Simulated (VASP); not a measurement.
# SrO (R-3m) in VASP: a series of runs

SrO is run at these levels: LDA; tasks: electric field gradients.

Program: VASP 6.6.1. These are calculated values, not measurements. Logs are shortened: lines on timing, memory, paths and dates and some standing lists are left out, and cuts for length are marked.

## (1) The cell of the first run

It takes space group R-3m (No. 166, trigonal). Conventional cell: a = 3.671 Å, b = 3.671 Å, c = 8.724 Å, α = 90.00°, β = 90.00°, γ = 120.00°. Sr (site symmetry -3m) has 6 O at 2.57 Å within 3.4 Å. O (site symmetry -3m) has 6 Sr at 2.57 Å within 3.4 Å.

## (2) Electric field gradients, LDA (equal xy, yz and zx shear strains of -2 %)

Contents of INCAR:

```
SYSTEM = SrO
PREC = Accurate ; ENCUT = 520
EDIFF = 1E-8 ; ISMEAR = -1
SIGMA = 0.02 ; LREAL = .False.
LASPH = .True. ; NELM = 80
ALGO = Normal ; ISIF = 2
LWAVE = .False. ; LCHARG = .False.
GGA = CA ; LEFG = .True.
NBANDS = 15
```

Contents of KPOINTS:

```
regular mesh
0
Gamma
  8 8 8
  0 0 0
```

Contents of POSCAR:

```
SrO
1.0
   -0.0513960000      2.5441020000      2.5441020000
    2.5441020000     -0.0513960000      2.5441020000
    2.5441020000      2.5441020000     -0.0513960000
Sr O
1 1
Direct
    0.0000000000      0.0000000000      0.0000000000
    0.5000000000      0.5000000000      0.5000000000
```

Potentials or basis: VASP PAW LDA potentials, release 64 (Sr_sv, O).

Command:

```sh
> cat potpaw_LDA.64/Sr_sv/POTCAR potpaw_LDA.64/O/POTCAR > POTCAR
> mpirun -np 1 vasp_std > vasp.out
```

OUTCAR:

```text
SYSTEM = SrO
   PREC = Accurate
   ENCUT = 520
   EDIFF = 1E-8
   ISMEAR = -1
   LREAL = .False.
   LASPH = .True.
   NELM = 80
   ISIF = 2
   GGA = CA

 ion  position               nearest neighbor table
   1  0.000  0.000  0.000-   2 2.57   2 2.57   2 2.57   2 2.57   2 2.57   2 2.57
   2  0.500  0.500  0.500-   1 2.57   1 2.57   1 2.57   1 2.57   1 2.57   1 2.57

  LATTYP: Found a trigonal (rhomboedric) cell.
 ALAT       =     3.5982706293
 COS(alpha) =     0.4797000918

  Lattice vectors:

 A1 = (  -0.0513960000,   2.5441020000,   2.5441020000)
 A2 = (   2.5441020000,  -0.0513960000,   2.5441020000)
 A3 = (   2.5441020000,   2.5441020000,  -0.0513960000)

Analysis of symmetry for initial positions (statically):
=====================================================================
 Subroutine PRICEL returns:
 Original cell was already a primitive cell.

 Routine SETGRP: Setting up the symmetry group for a
 trigonal (rhombohedral) supercell.

 Subroutine GETGRP returns: Found 12 space group operations
 (whereof 12 operations were pure point group operations)
 out of a pool of 12 trial point group operations.

The static configuration has the point symmetry D_3d.

Analysis of symmetry for dynamics (positions and initial velocities):
=====================================================================
 Subroutine PRICEL returns:
 Original cell was already a primitive cell.

 Routine SETGRP: Setting up the symmetry group for a
 trigonal (rhombohedral) supercell.

 Subroutine GETGRP returns: Found 12 space group operations
 (whereof 12 operations were pure point group operations)
 out of a pool of 12 trial point group operations.

The dynamic configuration has the point symmetry D_3d.

 Subroutine INISYM returns: Found 12 space group operations
 (whereof 12 operations are pure point group operations),
 and found     1 'primitive' translations

----------------------------------------------------------------------------------------

                                     Primitive cell

  volume of cell :      33.9310

  direct lattice vectors                    reciprocal lattice vectors
    -0.051396000  2.544102000  2.544102000    -0.190675531  0.194606985  0.194606985
     2.544102000 -0.051396000  2.544102000     0.194606985 -0.190675531  0.194606985
[... 136 lines left out ...]
 fundamental gap:      3.0510100863
 Fermi energy:         1.9194487039

 k-point     1 :       0.0000    0.0000    0.0000
  band No.  band energies     occupation
      1     -30.7330      2.00000
      2     -13.4084      2.00000
      3     -12.4628      2.00000
      4     -12.4628      2.00000
      5     -12.4429      2.00000
      6       1.3351      2.00000
      7       1.3351      2.00000
      8       1.3975      2.00000
      9       5.1576      0.00000
     10       7.3217      0.00000
     11       7.3217      0.00000
     12       7.7335      0.00000
     13       9.6971      0.00000
     14       9.6971      0.00000
[... 401 lines left out ...]
      2     -14.6001      2.00000
      3     -12.6595      2.00000
      4     -12.4869      2.00000
      5     -11.4869      2.00000
      6      -0.2910      2.00000
      7       0.3657      2.00000
      8       0.9364      2.00000
      9       7.0609      0.00000
     10       7.9464      0.00000
     11       8.6669      0.00000
     12       9.8592      0.00000
     13      11.6174      0.00000
     14      11.9580      0.00000
     15      17.4715      0.00000

 [... further k-points ...]

------------------------ aborting loop because EDIFF is reached ----------------------------------------

  FORCE on cell =-STRESS in cart. coord.  units (eV):
  Direction    XX          YY          ZZ          XY          YZ          ZX
  --------------------------------------------------------------------------------------
  -------------------------------------------------------------------------------------
  Total       -0.7408601     -0.7408601     -0.7408601      0.2267764      0.2267764      0.2267764
  in kB      -34.9824335    -34.9824335    -34.9824335     10.7080828     10.7080828     10.7080828
  external PRESSURE =     -34.9824335 kB  Pullay stress =       0.0000000 kB

 VOLUME and BASIS-vectors are now :
 -----------------------------------------------------------------------------
  energy-cutoff  :      520.00
  volume of cell :       33.93
      direct lattice vectors                 reciprocal lattice vectors
    -0.051396000  2.544102000  2.544102000    -0.190675531  0.194606985  0.194606985
     2.544102000 -0.051396000  2.544102000     0.194606985 -0.190675531  0.194606985
     2.544102000  2.544102000 -0.051396000     0.194606985  0.194606985 -0.190675531

 POSITION                                       TOTAL-FORCE (eV/Angst)
 -----------------------------------------------------------------------------------
      0.00000      0.00000      0.00000         0.000000      0.000000     -0.000000
      2.51840      2.51840      2.51840        -0.000000     -0.000000      0.000000
 -----------------------------------------------------------------------------------
    total drift:                                0.000000      0.000000      0.000000

  FREE ENERGIE OF THE ION-ELECTRON SYSTEM (eV)
  ---------------------------------------------------
  free  energy   TOTEN  =       -13.3680684708 eV

  energy  without entropy=      -13.3680684708  energy(sigma->0) =      -13.36806847

 Electric field gradients (V/A^2)
---------------------------------------------------------------------
 ion       V_xx      V_yy      V_zz      V_xy      V_xz      V_yz
---------------------------------------------------------------------
   1       0.000    -0.000     0.000     7.399     7.399     7.399
   2       0.000    -0.000    -0.000    -0.897    -0.897    -0.897
---------------------------------------------------------------------

 Electric field gradients after diagonalization (V/A^2)
 (convention: |V_zz| > |V_xx| > |V_yy|)
----------------------------------------------------------------------
 ion       V_xx      V_yy      V_zz     asymmetry (V_yy - V_xx)/ V_zz
----------------------------------------------------------------------
   1      -7.399    -7.399    14.797       0.000
   2       0.897     0.897    -1.795       0.000
----------------------------------------------------------------------

           NMR quadrupolar parameters

 Cq : quadrupolar parameter    Cq=e*Q*V_zz/h
 eta: asymmetry parameters     (V_yy - V_xx)/ V_zz
 Q  : nuclear electric quadrupole moment in mb (millibarn)
----------------------------------------------------------------------
 ion       Cq(MHz)       eta       Q (mb)
----------------------------------------------------------------------
   1       0.036       0.000       1.000
   2      -0.004       0.000       1.000
----------------------------------------------------------------------
```

Run time: 34 s. Hardware: 1 thread of AMD EPYC 7R43 (Zen 3), shared host; peak memory 0.13 GiB.

What came out:

```yaml
Free_energy: -13.3681 eV
Pressure: -3.5 GPa
Band_gap_on_the_k_mesh: 3.05 eV, indirect (least direct gap 3.15 eV)
```

Electric field gradients, principal values (V/Å²):
```csv
atom,least,middle,greatest (by size)
1 Sr,-7.399,-7.399,14.797
2 O,0.897,0.897,-1.795
```

Caveat: the cell differs from its parent crystal (equal xy, yz and zx shear strains of -2 %); without QUAD_EFG the Cq values of the log hold for a quadrupole moment of 1 mb, not for the nuclei.

## (3) Electric field gradients, LDA (equal xy, yz and zx shear strains of -2 %)

Contents of INCAR:

```
PREC     = Accurate       # precision mode
ENCUT    = 520            # plane-wave cutoff, eV
EDIFF    = 1E-8           # SCF threshold, eV
ISMEAR   = -1             # smearing method
SIGMA    = 0.02           # smearing width, eV
LREAL    = F              # projectors in reciprocal space
LASPH    = T              # aspherical terms in the spheres
NELM     = 80             # most SCF steps
ALGO     = Normal         # electronic algorithm
ISIF     = 2              # what is computed and relaxed
LWAVE    = F              # write WAVECAR
LCHARG   = F              # write CHGCAR
GGA      = CA             # functional
LEFG     = T            
NBANDS   = 15             # bands
```

Contents of KPOINTS:

```
regular mesh
0
Gamma
  8 8 8
```

POSCAR is that of step 2.

Potentials or basis: VASP PAW LDA potentials, release 64 (Sr_sv, O).

Command:

```sh
> cat potpaw_LDA.64/Sr_sv/POTCAR potpaw_LDA.64/O/POTCAR > POTCAR
> mpirun -np 1 vasp_std > vasp.out
```

OUTCAR:

```text
PREC = Accurate
   ENCUT = 520
   EDIFF = 1E-8
   ISMEAR = -1
   LREAL = F
   LASPH = T
   NELM = 80
   ISIF = 2
   GGA = CA

 ion  position               nearest neighbor table
   1  0.000  0.000  0.000-   2 2.57   2 2.57   2 2.57   2 2.57   2 2.57   2 2.57
   2  0.500  0.500  0.500-   1 2.57   1 2.57   1 2.57   1 2.57   1 2.57   1 2.57

  LATTYP: Found a trigonal (rhomboedric) cell.
 ALAT       =     3.5982706293
 COS(alpha) =     0.4797000918

  Lattice vectors:

 A1 = (  -0.0513960000,   2.5441020000,   2.5441020000)
 A2 = (   2.5441020000,  -0.0513960000,   2.5441020000)
 A3 = (   2.5441020000,   2.5441020000,  -0.0513960000)

Analysis of symmetry for initial positions (statically):
=====================================================================
 Subroutine PRICEL returns:
 Original cell was already a primitive cell.

 Routine SETGRP: Setting up the symmetry group for a
 trigonal (rhombohedral) supercell.

 Subroutine GETGRP returns: Found 12 space group operations
 (whereof 12 operations were pure point group operations)
 out of a pool of 12 trial point group operations.

The static configuration has the point symmetry D_3d.

Analysis of symmetry for dynamics (positions and initial velocities):
=====================================================================
 Subroutine PRICEL returns:
 Original cell was already a primitive cell.

 Routine SETGRP: Setting up the symmetry group for a
 trigonal (rhombohedral) supercell.

 Subroutine GETGRP returns: Found 12 space group operations
 (whereof 12 operations were pure point group operations)
 out of a pool of 12 trial point group operations.

The dynamic configuration has the point symmetry D_3d.

[... 165 lines left out ...]
     12       7.7335      0.00000
     13       9.6971      0.00000
     14       9.6971      0.00000
[... 401 lines left out ...]
      2     -14.6001      2.00000
      3     -12.6595      2.00000
      4     -12.4869      2.00000
      5     -11.4869      2.00000
      6      -0.2910      2.00000
      7       0.3657      2.00000
      8       0.9364      2.00000
      9       7.0609      0.00000
     10       7.9464      0.00000
     11       8.6669      0.00000
     12       9.8592      0.00000
     13      11.6174      0.00000
     14      11.9580      0.00000
     15      17.4715      0.00000

 [... further k-points ...]
[... 5 lines left out ...]
  --------------------------------------------------------------------------------------
  -------------------------------------------------------------------------------------
  Total       -0.7408601     -0.7408601     -0.7408601      0.2267764      0.2267764      0.2267764
  in kB      -34.9824335    -34.9824335    -34.9824335     10.7080828     10.7080828     10.7080828
  external PRESSURE =     -34.9824335 kB  Pullay stress =       0.0000000 kB

 VOLUME and BASIS-vectors are now :
 -----------------------------------------------------------------------------
  energy-cutoff  :      520.00
  volume of cell :       33.93
      direct lattice vectors                 reciprocal lattice vectors
    -0.051396000  2.544102000  2.544102000    -0.190675531  0.194606985  0.194606985
     2.544102000 -0.051396000  2.544102000     0.194606985 -0.190675531  0.194606985
     2.544102000  2.544102000 -0.051396000     0.194606985  0.194606985 -0.190675531

 POSITION                                       TOTAL-FORCE (eV/Angst)
 -----------------------------------------------------------------------------------
      0.00000      0.00000      0.00000         0.000000      0.000000     -0.000000
      2.51840      2.51840      2.51840        -0.000000     -0.000000      0.000000
 -----------------------------------------------------------------------------------
    total drift:                                0.000000      0.000000      0.000000

  FREE ENERGIE OF THE ION-ELECTRON SYSTEM (eV)
  ---------------------------------------------------
  free  energy   TOTEN  =       -13.3680684708 eV

  energy  without entropy=      -13.3680684708  energy(sigma->0) =      -13.36806847

 Electric field gradients (V/A^2)
---------------------------------------------------------------------
 ion       V_xx      V_yy      V_zz      V_xy      V_xz      V_yz
---------------------------------------------------------------------
   1       0.000    -0.000     0.000     7.399     7.399     7.399
   2       0.000    -0.000    -0.000    -0.897    -0.897    -0.897
---------------------------------------------------------------------

 Electric field gradients after diagonalization (V/A^2)
 (convention: |V_zz| > |V_xx| > |V_yy|)
----------------------------------------------------------------------
 ion       V_xx      V_yy      V_zz     asymmetry (V_yy - V_xx)/ V_zz
----------------------------------------------------------------------
   1      -7.399    -7.399    14.797       0.000
   2       0.897     0.897    -1.795       0.000
----------------------------------------------------------------------

           NMR quadrupolar parameters

 Cq : quadrupolar parameter    Cq=e*Q*V_zz/h
 eta: asymmetry parameters     (V_yy - V_xx)/ V_zz
 Q  : nuclear electric quadrupole moment in mb (millibarn)
----------------------------------------------------------------------
 ion       Cq(MHz)       eta       Q (mb)
----------------------------------------------------------------------
   1       0.036       0.000       1.000
   2      -0.004       0.000       1.000
----------------------------------------------------------------------
```

OSZICAR:

```text
N       E                     dE             d eps       ncg     rms          rms(c)
DAV:   1     0.659459554946E+02    0.65946E+02   -0.84482E+03  1950   0.105E+03
DAV:   2    -0.124193009371E+02   -0.78365E+02   -0.72132E+02  2645   0.221E+02
DAV:   3    -0.154933484619E+02   -0.30740E+01   -0.30602E+01  2510   0.397E+01
DAV:   4    -0.155496649531E+02   -0.56316E-01   -0.56310E-01  2455   0.529E+00
DAV:   5    -0.155509801429E+02   -0.13152E-02   -0.13152E-02  2487   0.615E-01    0.172E+01
DAV:   6    -0.136026819151E+02    0.19483E+01   -0.63878E+00  1992   0.193E+01    0.209E+01
DAV:   7    -0.134173192073E+02    0.18536E+00   -0.34656E-01  2286   0.513E+00    0.115E+01
DAV:   8    -0.133671290520E+02    0.50190E-01   -0.13319E-01  2671   0.333E+00    0.129E+00
DAV:   9    -0.133681796522E+02   -0.10506E-02   -0.65572E-03  2974   0.474E-01    0.321E-01
DAV:  10    -0.133680568203E+02    0.12283E-03   -0.15832E-04  2237   0.134E-01    0.184E-01
DAV:  11    -0.133680664180E+02   -0.95977E-05   -0.83687E-05  2335   0.921E-02    0.205E-02
DAV:  12    -0.133680684390E+02   -0.20211E-05   -0.65617E-06  2428   0.188E-02    0.334E-03
DAV:  13    -0.133680684722E+02   -0.33166E-07   -0.30834E-07  2356   0.485E-03    0.189E-03
DAV:  14    -0.133680684708E+02    0.13567E-08   -0.40849E-08  2488   0.169E-03
   1 F= -.13368068E+02 E0= -.13368068E+02  d E =-.119779E-13
```

Wall time 34 s (1 thread of AMD EPYC 7R43 (Zen 3), shared host); peak memory 0.13 GiB.

What came out:

```
Free energy            : -13.3681 eV
Pressure               : -3.5 GPa
Band gap on the k mesh : 3.05 eV, indirect (least direct gap 3.15 eV)
```

Stress tensor (GPa, compression positive):
```
-3.50  1.07  1.07
 1.07 -3.50  1.07
 1.07  1.07 -3.50
```

Levels at points of the mesh, in eV from the valence-band top:
```tsv
k point	band 6	band 7	band 8	band 9	band 10	band 11
(0.00, 0.00, 0.00)	-0.06	-0.06	0.00	3.76	5.92	5.92
(0.50, 0.00, 0.00)	-2.29	-1.24	-1.11	6.36	8.23	8.52
(0.50, 0.50, 0.00)	-0.47	-0.15	-0.10	3.05	7.71	10.13
(0.50, 0.50, 0.50)	-2.29	-1.30	-1.30	6.48	8.29	8.90
```

Electric field gradients, principal values (V/Å²):
```tsv
atom	least	middle	greatest (by size)
1 Sr	-7.399	-7.399	14.797
2 O	0.897	0.897	-1.795
```

Caveat: the cell differs from its parent crystal (equal xy, yz and zx shear strains of -2 %); without QUAD_EFG the Cq values of the log hold for a quadrupole moment of 1 mb, not for the nuclei.

[end of part 1 of 2]
